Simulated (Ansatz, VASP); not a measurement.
# Two plane-wave programs on MgO

```
Mg O
1.0
     2.95148    0.00000    0.00000
    -1.47574    2.55605    0.00000
     0.00000    0.00000   25.30019
Mg O
10 10
Direct
  0.00000 0.00000 0.99937
  0.33333 0.66667 0.09880
  0.00000 0.00000 0.20120
  0.33333 0.66667 0.30063
  0.66667 0.33333 0.40000
  0.33333 0.66667 0.49937
  0.00000 0.00000 0.59880
  0.33333 0.66667 0.70120
  0.00000 0.00000 0.80063
  0.66667 0.33333 0.90000
  0.66667 0.33333 0.04748
  0.66667 0.33333 0.15000
  0.66667 0.33333 0.25252
  0.00000 0.00000 0.34876
  0.00000 0.00000 0.45124
  0.66667 0.33333 0.54748
  0.66667 0.33333 0.65000
  0.66667 0.33333 0.75252
  0.33333 0.66667 0.84876
  0.33333 0.66667 0.95124
```

Alike in both runs: functional PBEsol; k mesh 12 × 12 × 2; occupations gaussian, width 0.02 eV; no spin polarisation.

Ansatz relaxed the structure, and its values are those at the end. VASP's run is a single point on that final structure, the one shown.

|  | VASP | Ansatz |
| --- | --- | --- |
| version | VASP 6.6.1 | Ansatz 0.2.0 |
| potentials or method | VASP PAW PBE potentials, release 64 (Mg, O), cutoff 520 eV | scalar-relativistic, plane waves, PAW |
| valence electrons in the cell | 80 | 160 |

```tsv
	VASP	Ansatz	Ansatz less VASP
gap on the k mesh at the Fermi level (eV)	3.61	3.61	+0.001
least direct gap on the mesh (eV)	3.67	3.67	+0.001
pressure (GPa)	-0.5	0.0	+0.51
```

VASP's potentials were made for PBE, not for PBEsol. VASP's potentials hold 80 valence electrons a cell and Ansatz's 160, so a difference there can come from the potentials and not from the codes.
